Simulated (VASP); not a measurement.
# PtSe (Fm-3m) in VASP: further runs

PtSe is run at these levels: HSE06, B3LYP; tasks: single point.

Everything below comes from runs of VASP 6.6.1. Logs are shortened: lines on timing, memory, paths and dates and some standing lists are left out, and cuts for length are marked.

## Step 1: The cell of the first run

It takes space group Fm-3m (No. 225, cubic). The conventional cell has a = 5.235 Å, b = 5.235 Å, c = 5.235 Å, α = 90.00°, β = 90.00°, γ = 90.00°. Pt (site symmetry m-3m) has 6 Se at 2.62 Å within 3.5 Å. Within 3.5 Å of Se (site symmetry m-3m) lie 6 Pt at 2.62 Å.

## Step 2: Single point, HSE06

Input file POSCAR:

```
PtSe
1.0
    0.0000000000      2.6174054062      2.6174054062
    2.6174054062      0.0000000000      2.6174054062
    2.6174054062      2.6174054062      0.0000000000
Pt Se
1 1
Direct
    0.5000000000      0.5000000000      0.5000000000
    0.0000000000      0.0000000000      0.0000000000
```

Input file INCAR.step1:

```
SYSTEM = PtSe
  ALGO = Normal
  EDIFF = 1E-5
  ENCUT = 520
  GGA = PE
  ISIF = 2
  ISMEAR = -1
  LASPH = .True.
  LCHARG = .False.
  LREAL = .False.
  LWAVE = .True.
  NBANDS = 15
  NELM = 100
  PREC = Accurate
  SIGMA = 0.05
```

Input file INCAR.step2:

```
SYSTEM = PtSe
  ALGO = Normal
  EDIFF = 1E-6
  ENCUT = 520
  GGA = PE
  HFSCREEN = 0.2079
  ISIF = 2
  ISMEAR = -1
  ISTART = 1
  LASPH = .True.
  LCHARG = .False.
  LHFCALC = .True.
  LREAL = .False.
  LWAVE = .False.
  NBANDS = 15
  NELM = 100
  PREC = Accurate
  PRECFOCK = Normal
  SIGMA = 0.05
```

Input file KPOINTS:

```
k-points
0
Gamma
  4 4 4
  0 0 0
```

Potentials or basis: VASP PAW PBE potentials, release 64 (Pt, Se).

Command:

```console
$ cat potpaw_PBE.64/Pt/POTCAR potpaw_PBE.64/Se/POTCAR > POTCAR
$ cp INCAR.step1 INCAR
$ mpirun -np 1 vasp_std > vasp.out
$ cp INCAR.step2 INCAR
$ mpirun -np 1 vasp_std > vasp.out
```

OUTCAR:

```text
SYSTEM = PtSe
   EDIFF = 1E-6
   ENCUT = 520
   GGA = PE
   HFSCREEN = 0.2079
   ISIF = 2
   ISMEAR = -1
   ISTART = 1
   LASPH = .True.
   LHFCALC = .True.
   LREAL = .False.
   NELM = 100
   PREC = Accurate
   PRECFOCK = Normal

 ion  position               nearest neighbor table
   1  0.500  0.500  0.500-   2 2.62   2 2.62   2 2.62   2 2.62   2 2.62   2 2.62
   2  0.000  0.000  0.000-   1 2.62   1 2.62   1 2.62   1 2.62   1 2.62   1 2.62

  LATTYP: Found a face centered cubic cell.
 ALAT       =     5.2348108124

  Lattice vectors:

 A1 = (   0.0000000000,   2.6174054062,   2.6174054062)
 A2 = (   2.6174054062,   0.0000000000,   2.6174054062)
 A3 = (   2.6174054062,   2.6174054062,   0.0000000000)

Analysis of symmetry for initial positions (statically):
=====================================================================
 Subroutine PRICEL returns:
 Original cell was already a primitive cell.

 Routine SETGRP: Setting up the symmetry group for a
 face centered cubic supercell.

 Subroutine GETGRP returns: Found 48 space group operations
 (whereof 48 operations were pure point group operations)
 out of a pool of 48 trial point group operations.

The static configuration has the point symmetry O_h .

Analysis of symmetry for dynamics (positions and initial velocities):
=====================================================================
 Subroutine PRICEL returns:
 Original cell was already a primitive cell.

 Routine SETGRP: Setting up the symmetry group for a
 face centered cubic supercell.

 Subroutine GETGRP returns: Found 48 space group operations
 (whereof 48 operations were pure point group operations)
 out of a pool of 48 trial point group operations.

The dynamic configuration has the point symmetry O_h .

 Subroutine INISYM returns: Found 48 space group operations
 (whereof 48 operations are pure point group operations),
 and found     1 'primitive' translations

----------------------------------------------------------------------------------------

                                     Primitive cell

  volume of cell :      35.8627

  direct lattice vectors                    reciprocal lattice vectors
     0.000000000  2.617405406  2.617405406    -0.191028871  0.191028871  0.191028871
     2.617405406  0.000000000  2.617405406     0.191028871 -0.191028871  0.191028871
     2.617405406  2.617405406  0.000000000     0.191028871  0.191028871 -0.191028871

  length of vectors
     3.701570224  3.701570224  3.701570224     0.330871710  0.330871710  0.330871710

  position of ions in fractional coordinates (direct lattice)
     0.500000000  0.500000000  0.500000000
     0.000000000  0.000000000  0.000000000

  ion indices of the primitive-cell ions
   primitive index   ion index
                 1           1
                 2           2

----------------------------------------------------------------------------------------

 KPOINTS: k-points

Automatic generation of k-mesh.
 Grid dimensions read from file:
 generate k-points for:    4    4    4

 Generating k-lattice:

  Cartesian coordinates                     Fractional coordinates (reciprocal lattice)
    -0.047757218  0.047757218  0.047757218     0.250000000  0.000000000  0.000000000
     0.047757218 -0.047757218  0.047757218     0.000000000  0.250000000  0.000000000
     0.047757218  0.047757218 -0.047757218     0.000000000  0.000000000  0.250000000

  Length of vectors
     0.082717928  0.082717928  0.082717928

  Shift w.r.t. Gamma in fractional coordinates (k-lattice)
     0.000000000  0.000000000  0.000000000

 Subroutine IBZKPT returns following result:
 ===========================================

 Found      8 irreducible k-points:

 Following reciprocal coordinates:
            Coordinates               Weight
  0.000000  0.000000  0.000000      1.000000
  0.250000  0.000000  0.000000      8.000000
  0.500000  0.000000  0.000000      4.000000
  0.250000  0.250000  0.000000      6.000000
  0.500000  0.250000  0.000000     24.000000
 -0.250000  0.250000  0.000000     12.000000
  0.500000  0.500000  0.000000      3.000000
 -0.250000  0.500000  0.250000      6.000000
   k-points           NKPTS =      8   k-points in BZ     NKDIM =     64   number of bands    NBANDS=     15
   number of dos      NEDOS =    301   number of ions     NIONS =      2
   total plane-waves  NPLWV =  21952
   dimension x,y,z NGX =    28 NGY =   28 NGZ =   28
   dimension x,y,z NGXF=    56 NGYF=   56 NGZF=   56
   ions per type =               1   1
   NGX,Y,Z   is equivalent  to a cutoff of  12.58, 12.58, 12.58 a.u.
   NGXF,Y,Z  is equivalent  to a cutoff of  25.15, 25.15, 25.15 a.u.
 SYSTEM =  PtSe
   PREC   = accura    normal or accurate (medium, high low for compatibility)
   ISTART =      1    job   : 0-new  1-cont  2-samecut
   ICHARG =      0    charge: 1-file 2-atom 10-const
   ISPIN  =      1    spin polarized calculation?
   LNONCOLLINEAR =      F non collinear calculations
   LSORBIT =      F    spin-orbit coupling
   LASPH  =      T    aspherical Exc in radial PAW
   ENCUT  =  520.0 eV  38.22 Ry    6.18 a.u.   6.88  6.88  6.88*2*pi/ulx,y,z
   NELM   =    100;   NELMIN=  2; NELMDL=  0     # of ELM steps
   EDIFF  = 0.1E-05   stopping-criterion for ELM
   LREAL  =      F    real-space projection
   EDIFFG = 0.1E-04   stopping-criterion for IOM
   NSW    =      0    number of steps for IOM
   IBRION =     -1    ionic relax: 0-MD 1-quasi-New 2-CG
   NFREE  =      0    steps in history (QN), initial steepest desc. (CG)
   ISIF   =      2    stress and relaxation
   ISYM   =      3    0-nonsym 1-usesym 2-fastsym
   POTIM  = 0.5000    time-step for ionic-motion
   TEBEG  =    0.0;   TEEND  =   0.0 temperature during run
   PSTRESS=    0.0 pullay stress
   NELECT =      16.0000    total number of electrons
   NUPDOWN=      -1.0000    fix difference up-down
   EMIN   =  10.00;   EMAX   =-10.00  energy-range for DOS
   EFERMI =   0.00;   METHOD = LEGACY
   ISMEAR =    -1;   SIGMA  =   0.05  broadening in eV -4-tet -1-fermi 0-gaus
   EFERMI_NEDOS =   21; number of points for ismear=-14 and -15
   IALGO  =     38    algorithm
   IMIX   =      1    mixing-type and parameters
     AMIX     =   0.40;   BMIX     =  1.00
     AMIX_MAG =   1.60;   BMIX_MAG =  1.00
  volume/ion in A,a.u.               =      17.93       121.01
  Fermi-wavevector in a.u.,A,eV,Ry     =   1.250932  2.363919 21.290829  1.564832
  Thomas-Fermi vector in A             =   2.384903
   LORBIT       =      0    0 simple, 1 ext, 2 COOP (PROOUT), +10 PAW based schemes
   GGA     = PE    functional components
   LHFCALC =     T    Hartree Fock is set to
   PRECFOCK=normal    Normal, Fast or Accurate (Low or Medium for compatibility)
   ENCUT4O =  -1.0   cutoff for four orbital integrals eV
   NKREDX  =     1    reduce k-point grid by
   NKREDY  =     1    reduce k-point grid by
   NKREDZ  =     1    reduce k-point grid by
   AEXX    =    0.2500 exact exchange contribution
   HFSCREEN=    0.2079 screening length (either q_TF or 0.3 A-1)
   HFSCREENC=   0.2079 screening length for correlation (either q_TF or 0.3 A-1)
   ENCUTFOCK=  -1.0 apply spherical cutoff to Coloumb kernel
   IVDW    =     0    specifies the selected vdW correction
   LEPSILON=     F    determine dielectric tensor
   LRPA    =     F    only Hartree local field effects (RPA)
 non-spin polarized calculation
  energy-cutoff  :      520.00
  volume of cell :       35.86
 maximum number of plane-waves:       982
  NGX = 24; NGY = 24; NGZ = 24

 number of electron      16.0000001 magnetization

 Free energy of the ion-electron system (eV)
  ---------------------------------------------------
  ext. energy  EPLUGINS =         0.00000000
  ---------------------------------------------------
  free energy    TOTEN  =       -11.26390449 eV

  energy without entropy =      -11.23926134  energy(sigma->0) =      -11.25158292

 E-fermi :   7.8527     XC(G=0):  -9.5646

 val. band max:        7.7840463622   @ k =   0.5000   0.2500   0.0000
 cond. band min:       8.0177998717   @ k =   0.5000   0.2500   0.0000
 fundamental gap:      0.2337535095
 Fermi energy:         7.8526772743

 k-point     1 :       0.0000    0.0000    0.0000
  band No.  band energies     occupation
      1      -9.4188      2.00000
      2       3.3572      2.00000
      3       3.3572      2.00000
      4       3.3572      2.00000
      5       3.8667      2.00000
      6       3.8668      2.00000
      7       5.9864      2.00000
      8       5.9864      2.00000
      9       5.9864      2.00000
     10       9.8995      0.00000
     11      18.1449      0.00000
     12      20.0853      0.00000
     13      20.0853      0.00000
     14      20.0853      0.00000
     15      22.2727      0.00000

 k-point     2 :       0.2500    0.0000    0.0000
  band No.  band energies     occupation
      1      -8.6379      2.00000
      2       1.1797      2.00000
      3       2.0435      2.00000
      4       2.0435      2.00000
      5       3.9182      2.00000
      6       3.9182      2.00000
      7       4.8239      2.00000
      8       8.7162      0.00000
      9       8.7162      0.00000
     10      12.8260      0.00000
     11      16.1582      0.00000
     12      17.3449      0.00000
     13      17.3449      0.00000
     14      20.2299      0.00000
     15      21.5125      0.00000
[... 77 lines left out ...]
      3       2.4097      2.00000
      4       3.9578      2.00000
      5       3.9578      2.00000
      6       4.3665      2.00000
      7       4.8115      2.00000
      8       4.8115      2.00000
      9       6.3034      2.00000
     10       8.2510      0.00069
     11      16.8529      0.00000
     12      20.4019      0.00000
     13      22.3664      0.00000
     14      22.3664      0.00000
     15      24.5979      0.00000

 k-point     8 :      -0.2500    0.5000    0.2500
  band No.  band energies     occupation
      1      -7.5723      2.00000
      2       1.0060      2.00000
      3       1.4151      2.00000
      4       1.4152      2.00000
      5       4.8129      2.00000
      6       4.9848      2.00000
      7       4.9848      2.00000
      8       5.7368      2.00000
      9       6.0270      2.00000
     10      13.7594      0.00000
     11      16.3473      0.00000
     12      17.1515      0.00000
     13      17.1515      0.00000
     14      23.7622      0.00000
     15      23.7622      0.00000

------------------------ aborting loop because EDIFF is reached ----------------------------------------

  FORCE on cell =-STRESS in cart. coord.  units (eV):
  Direction    XX          YY          ZZ          XY          YZ          ZX
  --------------------------------------------------------------------------------------
  -------------------------------------------------------------------------------------
  Total       -0.0362300     -0.0362300     -0.0362300     -0.0000000      0.0000000      0.0000000
  in kB       -1.6185876     -1.6185876     -1.6185876     -0.0000000      0.0000000      0.0000000
  external PRESSURE =      -1.6185876 kB  Pullay stress =       0.0000000 kB

 VOLUME and BASIS-vectors are now :
 -----------------------------------------------------------------------------
  energy-cutoff  :      520.00
  volume of cell :       35.86
      direct lattice vectors                 reciprocal lattice vectors
     0.000000000  2.617405406  2.617405406    -0.191028871  0.191028871  0.191028871
     2.617405406  0.000000000  2.617405406     0.191028871 -0.191028871  0.191028871
     2.617405406  2.617405406  0.000000000     0.191028871  0.191028871 -0.191028871

 POSITION                                       TOTAL-FORCE (eV/Angst)
 -----------------------------------------------------------------------------------
      2.61741      2.61741      2.61741        -0.000000      0.000000     -0.000000
      0.00000      0.00000      0.00000         0.000000     -0.000000      0.000000
 -----------------------------------------------------------------------------------
    total drift:                                0.000002      0.000002      0.000002

  FREE ENERGIE OF THE ION-ELECTRON SYSTEM (eV)
  ---------------------------------------------------
  free  energy   TOTEN  =       -11.2639044860 eV

  energy  without entropy=      -11.2392613445  energy(sigma->0) =      -11.25158292
```

Run time: 13 min. Hardware: 1 thread of Intel Xeon Platinum 8259CL at 2.50GHz (Skylake/Cascade Lake), shared host; peak memory 0.27 GiB.

Results:

* Free energy: -11.2639 eV
* Pressure: -0.2 GPa
* Band gap on the k mesh: zero (band 8 reaches 11.13 eV, above the bottom of band 9 at 5.99 eV)

Levels at points of the mesh, in eV from the Fermi level:
```tsv
k point	band 4	band 5	band 6	band 7	band 8	band 9	band 10	band 11	band 12	band 13
(0.00, 0.00, 0.00)	-4.50	-3.99	-3.99	-1.87	-1.87	-1.87	2.05	10.29	12.23	12.23
(0.50, 0.00, 0.00)	-6.69	-3.36	-3.36	-2.73	3.28	3.28	3.62	6.69	6.69	10.18
(0.50, 0.50, 0.00)	-3.89	-3.89	-3.49	-3.04	-3.04	-1.55	0.40	9.00	12.55	14.51
```

Caveat: the k points lie up to 0.52 Å⁻¹ apart; the PAW data sets were made with another functional, which shifts forces and pressure a little; spin-orbit coupling is left out, which moves the levels of the heavy elements.

## Step 3: Single point, B3LYP

This run uses another cell than the first one, of 19.58 Å³/atom, 1.092 times its volume.

Input file POSCAR:

```
PtSe
1.0
    0.0000000000      2.6951790990      2.6951790990
    2.6951790990      0.0000000000      2.6951790990
    2.6951790990      2.6951790990      0.0000000000
Pt Se
1 1
Direct
    0.5000000000      0.5000000000      0.5000000000
    0.0000000000      0.0000000000      0.0000000000
```

Input file INCAR.step1:

```
SYSTEM = PtSe
PREC = Accurate ; ENCUT = 520
EDIFF = 1E-5 ; ISMEAR = -1
SIGMA = 0.05 ; LREAL = .FALSE.
LASPH = .TRUE. ; NELM = 100
ALGO = Normal ; ISIF = 2
LWAVE = .TRUE. ; LCHARG = .FALSE.
GGA = PE ; NBANDS = 15
```

Input file INCAR.step2:

```
SYSTEM = PtSe
PREC = Accurate ; ENCUT = 520
EDIFF = 1E-6 ; ISMEAR = -1
SIGMA = 0.05 ; LREAL = .FALSE.
LASPH = .TRUE. ; NELM = 100
ALGO = Normal ; ISIF = 2
LWAVE = .FALSE. ; LCHARG = .FALSE.
GGA = B3 ; LHFCALC = .TRUE.
AEXX = 0.2 ; AGGAX = 0.72
AGGAC = 0.81 ; ALDAC = 0.19
PRECFOCK = Normal ; ISTART = 1
NBANDS = 15
```

Input file KPOINTS:

```
Automatic mesh
0
G
  4 4 4
  0 0 0
```

Potentials or basis: VASP PAW PBE potentials, release 64 (Pt, Se).

Command:

```console
$ cat potpaw_PBE.64/Pt/POTCAR potpaw_PBE.64/Se/POTCAR > POTCAR
$ cp INCAR.step1 INCAR
$ mpirun -np 1 vasp_std > vasp.out
$ cp INCAR.step2 INCAR
$ mpirun -np 1 vasp_std > vasp.out
```

Wall time 14 min (1 thread of AMD EPYC 7R43 (Zen 3), shared host); peak memory 0.14 GiB.

Results (log left out):

```
Free energy            : -10.3351 eV
Pressure               : -2.4 GPa
Band gap on the k mesh : zero (band 8 reaches 9.95 eV, above the bottom of band 9 at 4.90 eV)
```

Levels at points of the mesh, in eV from the Fermi level:
```tsv
k point	band 4	band 5	band 6	band 7	band 8	band 9	band 10	band 11	band 12	band 13
(0.00, 0.00, 0.00)	-4.01	-3.59	-3.59	-1.83	-1.83	-1.83	1.80	11.24	12.37	12.37
(0.50, 0.00, 0.00)	-6.05	-3.09	-3.09	-2.58	3.16	3.16	4.32	7.20	7.20	9.26
(0.50, 0.50, 0.00)	-3.57	-3.57	-3.21	-2.83	-2.83	-1.59	0.63	9.37	12.31	14.05
```

Caveat: the k points lie up to 0.50 Å⁻¹ apart; the PAW data sets were made with another functional, which shifts forces and pressure a little; spin-orbit coupling is left out, which moves the levels of the heavy elements.
